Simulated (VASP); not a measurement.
Set up this calculation in VASP 6.6.1, as the native input.

- Task: single point
- Functional: PBEsol
- Potentials or basis: VASP PAW PBE potentials, release 64 (B)
- Cutoff: 500 eV
- k mesh: 6 × 6 × 6
- Occupations: gaussian, width 0.1 eV
- Spin: no spin polarisation
- Dipole correction: no
- Further INCAR settings: ALGO = Normal; EDIFF = 1e-06; NBANDS = 22

The structure of B lies in POSCAR:

```
B
1.0
    3.8397621299      0.0000000000      0.0000000000
    0.0000000000      3.8397621299      0.0000000000
    0.0000000000      0.0000000000      3.8397621299
B
8
Direct
    0.5000000000      0.5000000000      0.5000000000
    0.0000000000      0.0000000000      0.0000000000
    0.2500000000      0.0000000000      0.5000000000
    0.5000000000      0.2500000000      0.0000000000
    0.5000000000      0.7500000000      0.0000000000
    0.7500000000      0.0000000000      0.5000000000
    0.0000000000      0.5000000000      0.7500000000
    0.0000000000      0.5000000000      0.2500000000
```

One way to write it, as run:

INCAR

```
SYSTEM = B
PREC = Accurate
ENCUT = 500
EDIFF = 1E-6
ISMEAR = 0
SIGMA = 0.1
LREAL = .FALSE.
LASPH = .TRUE.
NELM = 120
ALGO = Normal
ISIF = 2
LWAVE = .FALSE.
LCHARG = .FALSE.
GGA = PS
NBANDS = 22
GGA_COMPAT = .FALSE.
```

KPOINTS

```
regular mesh
0
G
  6 6 6
  0 0 0
```

Potentials or basis: VASP PAW PBE potentials, release 64 (B).

Launch:

```console
$ cat potpaw_PBE.64/B/POTCAR > POTCAR
$ mpirun -np 1 vasp_std > vasp.out
```

It gave:

```
Pressure               : -27.6 GPa
Band gap on the k mesh : zero (bands 12 and 13 overlap by 4.88 eV)
```

Caveat: the cell stands under tension; the PAW data sets were made with another functional, which shifts forces and pressure a little.

Wall time 9.2 s on 1 thread of AMD EPYC 9R45 96-Core Processor (Zen 5), with other jobs on the host, peak memory 0.12 GiB.
